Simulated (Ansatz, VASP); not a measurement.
## Cl: VASP beside Ansatz

```
CELL_PARAMETERS angstrom
3.15555 -2.02672 0.00000
3.15555 2.02672 0.00000
0.00000 0.00000 8.22558
ATOMIC_POSITIONS crystal
Cl 0.87823 0.12177 0.60674
Cl 0.12177 0.87823 0.39326
Cl 0.62177 0.37823 0.10674
Cl 0.37823 0.62177 0.89326
```

Change from the starting cell: hydrostatic strain +1.0%.

Alike in both runs: task single point; functional PBE; k mesh 8 × 8 × 4; occupations fermi-dirac, width 0.02 eV; no spin polarisation.

|  | VASP | Ansatz |
| --- | --- | --- |
| version | VASP 6.6.1 | Ansatz 0.2.0 |
| potentials or method | VASP PAW PBE potentials, release 64 (Cl) | plane waves, PAW |
| plane-wave cutoff (eV) | 520 | 420 |
| valence electrons in the cell | 28 | 28 |

```tsv
	VASP	Ansatz	Ansatz less VASP
gap on the k mesh at the Fermi level (eV)	2.25	2.20	-0.047
pressure (GPa)	1.4	1.8	+0.41
traceless stress, the component that is largest in VASP (GPa)	0.42	0.09	-0.332
rms of the force components (eV/Å)	0.020	0.124	+0.1042
```

Atom by atom the forces differ by 0.109 eV/Å (rms over components). With one functional, cell and mesh, what is left measures potentials, basis and numerics.
